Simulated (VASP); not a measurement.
Here is a VASP 6.6.1 calculation.

The input INCAR:

```
  PREC = Accurate
  ENCUT = 520
  EDIFF = 1E-6
  ISMEAR = -1
  SIGMA = 0.05
  LREAL = F
  LASPH = T
  NELM = 150
  ALGO = Normal
  ISIF = 2
  LWAVE = F
  LCHARG = F
  ISPIN = 2
  MAGMOM = -0.21 0.57
  LORBIT = 11
  GGA = PE
  ALDAC = 0.0
  AGGAC = 0.0
  NBANDS = 14
```

The input KPOINTS:

```
regular mesh
0
Gamma
  6 6 6
```

File POSCAR:

```
Al
1.0
    3.1824373800      0.0000000000      0.0000000000
    0.0000000000      3.1824373800      0.0000000000
    0.0000000000      0.0000000000      3.1824373800
Al
2
Direct
    0.0000000000      0.0000000000      0.0000000000
    0.5000000000      0.5000000000      0.5000000000
```

Potentials or basis: VASP PAW PBE potentials, release 64 (Al).

Run with:

```sh
$ cat potpaw_PBE.64/Al/POTCAR > POTCAR
$ mpirun -np 1 vasp_std > vasp.out
```

**Question.** Estimate the band gap on the k mesh.

**Answer.** Zero (filled and empty bands overlap).

**Question.** Predict the pressure.

**Answer.** 13.2 GPa.
